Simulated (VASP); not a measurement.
# BaS (Fm-3m) in VASP: notebook, part 2 of 3

VASP 6.6.1. Earlier steps stand in the parts before.

## (3) Electric field gradients, PBEsol (30.95 Å³/atom)

Contents of INCAR:

```
SYSTEM = BaS
PREC = Accurate ; ENCUT = 520
EDIFF = 1E-8 ; ISMEAR = -1
SIGMA = 0.02 ; LREAL = .FALSE.
LASPH = .TRUE. ; NELM = 100
ALGO = Normal ; ISIF = 2
LWAVE = .FALSE. ; LCHARG = .FALSE.
GGA = PS ; LEFG = .TRUE.
NBANDS = 15
```

Contents of KPOINTS:

```
regular mesh
0
G
  8 8 8
  0 0 0
```

Contents of POSCAR:

```
BaS
1.0
    0.0000000000      3.1396081846      3.1396081846
    3.1396081846      0.0000000000      3.1396081846
    3.1396081846      3.1396081846      0.0000000000
Ba S
1 1
Direct
    0.0000000000      0.0000000000      0.0000000000
    0.5000000000      0.5000000000      0.5000000000
```

Potentials or basis: VASP PAW PBE potentials, release 64 (Ba_sv, S).

The run is started by

```
$ cat potpaw_PBE.64/Ba_sv/POTCAR potpaw_PBE.64/S/POTCAR > POTCAR
$ mpirun -np 1 vasp_std > vasp.out
```

OUTCAR:

```text
SYSTEM = BaS
   PREC = Accurate
   ENCUT = 520
   EDIFF = 1E-8
   ISMEAR = -1
   LREAL = .FALSE.
   LASPH = .TRUE.
   NELM = 100
   ISIF = 2
   GGA = PS

 ion  position               nearest neighbor table
   1  0.000  0.000  0.000-   2 3.14   2 3.14   2 3.14   2 3.14   2 3.14   2 3.14
   2  0.500  0.500  0.500-   1 3.14   1 3.14   1 3.14   1 3.14   1 3.14   1 3.14

  LATTYP: Found a face centered cubic cell.
 ALAT       =     6.2792163692

  Lattice vectors:

 A1 = (   0.0000000000,   3.1396081846,   3.1396081846)
 A2 = (   3.1396081846,   0.0000000000,   3.1396081846)
 A3 = (   3.1396081846,   3.1396081846,   0.0000000000)

Analysis of symmetry for initial positions (statically):
=====================================================================
 Subroutine PRICEL returns:
 Original cell was already a primitive cell.

 Routine SETGRP: Setting up the symmetry group for a
 face centered cubic supercell.

 Subroutine GETGRP returns: Found 48 space group operations
 (whereof 48 operations were pure point group operations)
 out of a pool of 48 trial point group operations.

The static configuration has the point symmetry O_h .

Analysis of symmetry for dynamics (positions and initial velocities):
=====================================================================
 Subroutine PRICEL returns:
 Original cell was already a primitive cell.

 Routine SETGRP: Setting up the symmetry group for a
 face centered cubic supercell.

 Subroutine GETGRP returns: Found 48 space group operations
 (whereof 48 operations were pure point group operations)
 out of a pool of 48 trial point group operations.

The dynamic configuration has the point symmetry O_h .
[... 166 lines left out ...]
     11       5.3975      0.00000
     12       5.3975      0.00000
     13       6.4081      0.00000
     14       6.4081      0.00000
[... 401 lines left out ...]
      2     -10.4720      2.00000
      3      -9.5419      2.00000
      4      -9.4301      2.00000
      5      -7.6566      2.00000
      6       0.0089      2.00000
      7       0.6780      2.00000
      8       0.7811      2.00000
      9       6.2722      0.00000
     10       6.4860      0.00000
     11       8.4438      0.00000
     12       8.7271      0.00000
     13       9.7029      0.00000
     14      10.6155      0.00000
     15      11.3959      0.00000

 [... further k-points ...]
[... 5 lines left out ...]
  --------------------------------------------------------------------------------------
  -------------------------------------------------------------------------------------
  Total        0.7654790      0.7654790      0.7654790     -0.0000000     -0.0000000      0.0000000
  in kB       19.8147012     19.8147012     19.8147012     -0.0000000     -0.0000000      0.0000000
  external PRESSURE =      19.8147012 kB  Pullay stress =       0.0000000 kB

 VOLUME and BASIS-vectors are now :
 -----------------------------------------------------------------------------
  energy-cutoff  :      520.00
  volume of cell :       61.90
      direct lattice vectors                 reciprocal lattice vectors
     0.000000000  3.139608185  3.139608185    -0.159255541  0.159255541  0.159255541
     3.139608185  0.000000000  3.139608185     0.159255541 -0.159255541  0.159255541
     3.139608185  3.139608185  0.000000000     0.159255541  0.159255541 -0.159255541

 POSITION                                       TOTAL-FORCE (eV/Angst)
 -----------------------------------------------------------------------------------
      0.00000      0.00000      0.00000         0.000000      0.000000     -0.000000
      3.13961      3.13961      3.13961         0.000000      0.000000      0.000000
 -----------------------------------------------------------------------------------
    total drift:                                0.000000      0.000000      0.000000

  FREE ENERGIE OF THE ION-ELECTRON SYSTEM (eV)
  ---------------------------------------------------
  free  energy   TOTEN  =       -10.7041602477 eV

  energy  without entropy=      -10.7041602477  energy(sigma->0) =      -10.70416025

 Electric field gradients (V/A^2)
---------------------------------------------------------------------
 ion       V_xx      V_yy      V_zz      V_xy      V_xz      V_yz
---------------------------------------------------------------------
   1       0.000     0.000     0.000     0.000     0.000     0.000
   2      -0.000     0.000     0.000     0.000     0.000     0.000
---------------------------------------------------------------------

 Electric field gradients after diagonalization (V/A^2)
 (convention: |V_zz| > |V_xx| > |V_yy|)
----------------------------------------------------------------------
 ion       V_xx      V_yy      V_zz     asymmetry (V_yy - V_xx)/ V_zz
----------------------------------------------------------------------
   1      -0.000    -0.000     0.000       0.000
   2      -0.000    -0.000     0.001       0.000
----------------------------------------------------------------------

           NMR quadrupolar parameters

 Cq : quadrupolar parameter    Cq=e*Q*V_zz/h
 eta: asymmetry parameters     (V_yy - V_xx)/ V_zz
 Q  : nuclear electric quadrupole moment in mb (millibarn)
----------------------------------------------------------------------
 ion       Cq(MHz)       eta       Q (mb)
----------------------------------------------------------------------
   1       0.000       0.000       1.000
   2       0.000       0.000       1.000
----------------------------------------------------------------------
```

OSZICAR:

```text
N       E                     dE             d eps       ncg     rms          rms(c)
DAV:   1     0.832934940444E+02    0.83293E+02   -0.68970E+03   870   0.933E+02
DAV:   2    -0.621664656019E+01   -0.89510E+02   -0.79757E+02  1179   0.173E+02
DAV:   3    -0.110348953209E+02   -0.48182E+01   -0.47881E+01  1221   0.417E+01
DAV:   4    -0.111242139491E+02   -0.89319E-01   -0.89288E-01  1070   0.577E+00
DAV:   5    -0.111268951812E+02   -0.26812E-02   -0.26812E-02  1203   0.838E-01    0.499E+00
DAV:   6    -0.107091777816E+02    0.41772E+00   -0.53944E-01  1010   0.452E+00    0.344E+00
DAV:   7    -0.106998104525E+02    0.93673E-02   -0.14223E-01  1081   0.210E+00    0.182E+00
DAV:   8    -0.107044673719E+02   -0.46569E-02   -0.19378E-02   961   0.905E-01    0.219E-01
DAV:   9    -0.107037926863E+02    0.67469E-03   -0.30150E-03  1101   0.354E-01    0.986E-02
DAV:  10    -0.107041648871E+02   -0.37220E-03   -0.47723E-04   940   0.161E-01    0.306E-02
DAV:  11    -0.107041592496E+02    0.56375E-05   -0.71608E-05  1157   0.571E-02    0.513E-03
DAV:  12    -0.107041602505E+02   -0.10009E-05   -0.65081E-06   997   0.149E-02    0.688E-03
DAV:  13    -0.107041602771E+02   -0.26621E-07   -0.54490E-07  1045   0.495E-03    0.119E-03
DAV:  14    -0.107041602053E+02    0.71831E-07   -0.37784E-08  1137   0.156E-03    0.108E-03
DAV:  15    -0.107041602401E+02   -0.34861E-07   -0.78437E-09   674   0.540E-04    0.513E-04
DAV:  16    -0.107041602477E+02   -0.75174E-08   -0.10050E-09   568   0.207E-04
   1 F= -.10704160E+02 E0= -.10704160E+02  d E =-.244722E-12
```

stdout:

```text
POSCAR found type information on POSCAR BaS
 POSCAR found :  2 types and       2 ions
 scaLAPACK will be used
 -----------------------------------------------------------------------------
|                                                                             |
|                                                                             |
|     You enforced a specific xc type in the INCAR file but a different       |
|     I HOPE YOU KNOW WHAT YOU ARE DOING!                                     |
|                                                                             |
 -----------------------------------------------------------------------------

 LDA part: xc-table for (Slater+PW92), standard interpolation
 POSCAR, INCAR and KPOINTS ok, starting setup
 FFT: planning ... GRIDC
 FFT: planning ... GRID_SOFT
 FFT: planning ... GRID
 WAVECAR not read
 entering main loop
ion   1

ion   2
```

Run time: 52 s. Hardware: 1 thread of Intel Xeon 8259CL, shared host; peak memory 0.21 GiB.

What came out:

| Item | Value |
| --- | --- |
| Free energy | -10.7042 eV |
| Pressure | 2.0 GPa |
| Band gap on the k mesh | 1.88 eV (least direct gap 1.99 eV) |
| Largest electric field gradient by atom | under 0.05 V/Å² on every atom |

Caveat: the PAW data sets were made with another functional, which shifts forces and pressure a little; spin-orbit coupling is left out, which moves the levels of the heavy elements.

## (4) Electric field gradients, PBEsol (30.62 Å³/atom)

This run uses another cell than the first one, of 30.62 Å³/atom.

Contents of INCAR:

```
SYSTEM = BaS
ALGO = Normal ; EDIFF = 1E-8
ENCUT = 520 ; GGA = PS
ISIF = 2 ; ISMEAR = -1
LASPH = .True. ; LCHARG = .False.
LEFG = .True. ; LREAL = .False.
LWAVE = .False. ; NBANDS = 15
NELM = 60 ; PREC = Accurate
SIGMA = 0.02
```

Contents of KPOINTS:

```
k-points
0
Gamma
  8 8 8
  0 0 0
```

Contents of POSCAR:

```
BaS
1.0
    0.0000000000      3.1285531347      3.1285531347
    3.1285531347      0.0000000000      3.1285531347
    3.1285531347      3.1285531347      0.0000000000
Ba S
1 1
Direct
    0.0000000000      0.0000000000      0.0000000000
    0.5000000000      0.5000000000      0.5000000000
```

Potentials or basis: VASP PAW PBE potentials, release 64 (Ba_sv, S).

The run is started by

```
$ cat potpaw_PBE.64/Ba_sv/POTCAR potpaw_PBE.64/S/POTCAR > POTCAR
$ mpirun -np 1 vasp_std > vasp.out
```

OUTCAR:

```text
SYSTEM = BaS
   EDIFF = 1E-8
   ENCUT = 520
   GGA = PS
   ISIF = 2
   ISMEAR = -1
   LASPH = .True.
   LREAL = .False.
   NELM = 60
   PREC = Accurate

 ion  position               nearest neighbor table
   1  0.000  0.000  0.000-   2 3.13   2 3.13   2 3.13   2 3.13   2 3.13   2 3.13
   2  0.500  0.500  0.500-   1 3.13   1 3.13   1 3.13   1 3.13   1 3.13   1 3.13

  LATTYP: Found a face centered cubic cell.
 ALAT       =     6.2571062694

  Lattice vectors:

 A1 = (   0.0000000000,   3.1285531347,   3.1285531347)
[... 645 lines left out ...]
  ---------------------------------------------------
  free  energy   TOTEN  =       -10.6948224864 eV

  energy  without entropy=      -10.6948224864  energy(sigma->0) =      -10.69482249

 Electric field gradients (V/A^2)
---------------------------------------------------------------------
 ion       V_xx      V_yy      V_zz      V_xy      V_xz      V_yz
---------------------------------------------------------------------
   1       0.000     0.000    -0.000     0.000     0.000     0.000
   2       0.000     0.000     0.000     0.000     0.000     0.000
---------------------------------------------------------------------

 Electric field gradients after diagonalization (V/A^2)
 (convention: |V_zz| > |V_xx| > |V_yy|)
----------------------------------------------------------------------
 ion       V_xx      V_yy      V_zz     asymmetry (V_yy - V_xx)/ V_zz
----------------------------------------------------------------------
   1      -0.000    -0.000     0.000       0.000
   2      -0.000    -0.000     0.001       0.000
----------------------------------------------------------------------

           NMR quadrupolar parameters

 Cq : quadrupolar parameter    Cq=e*Q*V_zz/h
 eta: asymmetry parameters     (V_yy - V_xx)/ V_zz
 Q  : nuclear electric quadrupole moment in mb (millibarn)
----------------------------------------------------------------------
 ion       Cq(MHz)       eta       Q (mb)
----------------------------------------------------------------------
   1       0.000       0.000       1.000
   2       0.000       0.000       1.000
----------------------------------------------------------------------
```

OSZICAR:

```text
N       E                     dE             d eps       ncg     rms          rms(c)
DAV:   1     0.815446992862E+02    0.81545E+02   -0.70087E+03   870   0.941E+02
DAV:   2    -0.646713699491E+01   -0.88012E+02   -0.79301E+02  1200   0.172E+02
DAV:   3    -0.110208545811E+02   -0.45537E+01   -0.45211E+01  1145   0.397E+01
DAV:   4    -0.111133553973E+02   -0.92501E-01   -0.92445E-01  1130   0.600E+00
DAV:   5    -0.111160114659E+02   -0.26561E-02   -0.26558E-02  1154   0.823E-01    0.508E+00
DAV:   6    -0.107005009503E+02    0.41551E+00   -0.54003E-01  1010   0.451E+00    0.351E+00
DAV:   7    -0.106906192099E+02    0.98817E-02   -0.13991E-01  1067   0.210E+00    0.184E+00
DAV:   8    -0.106950344394E+02   -0.44152E-02   -0.18583E-02   968   0.893E-01    0.207E-01
DAV:   9    -0.106944774355E+02    0.55700E-03   -0.28531E-03  1115   0.349E-01    0.963E-02
DAV:  10    -0.106948264179E+02   -0.34898E-03   -0.45336E-04   982   0.158E-01    0.298E-02
DAV:  11    -0.106948215057E+02    0.49122E-05   -0.72900E-05  1157   0.583E-02    0.542E-03
DAV:  12    -0.106948224955E+02   -0.98980E-06   -0.67835E-06  1011   0.150E-02    0.656E-03
DAV:  13    -0.106948225338E+02   -0.38310E-07   -0.53799E-07  1101   0.497E-03    0.130E-03
DAV:  14    -0.106948224449E+02    0.88953E-07   -0.49053E-08  1136   0.178E-03    0.135E-03
DAV:  15    -0.106948224756E+02   -0.30689E-07   -0.11425E-08   747   0.650E-04    0.502E-04
DAV:  16    -0.106948224861E+02   -0.10569E-07   -0.15557E-09   589   0.251E-04    0.732E-04
DAV:  17    -0.106948224864E+02   -0.30218E-09   -0.31942E-10   505   0.130E-04
   1 F= -.10694822E+02 E0= -.10694822E+02  d E =-.195231E-10
```

stdout:

```text
POSCAR found type information on POSCAR BaS
 POSCAR found :  2 types and       2 ions
 scaLAPACK will be used
 -----------------------------------------------------------------------------
|                                                                             |
|                                                                             |
|     You enforced a specific xc type in the INCAR file but a different       |
|     I HOPE YOU KNOW WHAT YOU ARE DOING!                                     |
|                                                                             |
 -----------------------------------------------------------------------------

 LDA part: xc-table for (Slater+PW92), standard interpolation
 POSCAR, INCAR and KPOINTS ok, starting setup
 FFT: planning ... GRIDC
 FFT: planning ... GRID_SOFT
 FFT: planning ... GRID
 WAVECAR not read
 entering main loop
ion   1

ion   2
```

Run time: 62 s. Hardware: 1 thread of Intel Xeon 8259CL, shared host; peak memory 0.21 GiB.

What came out:

```
Free energy                             : -10.6948 eV
Pressure                                : 2.6 GPa
Band gap on the k mesh                  : 1.86 eV (least direct gap 1.96 eV)
Largest electric field gradient by atom : under 0.05 V/Å² on every atom
```

Caveat: the PAW data sets were made with another functional, which shifts forces and pressure a little; spin-orbit coupling is left out, which moves the levels of the heavy elements.

(Continued in part 3 of 3.)
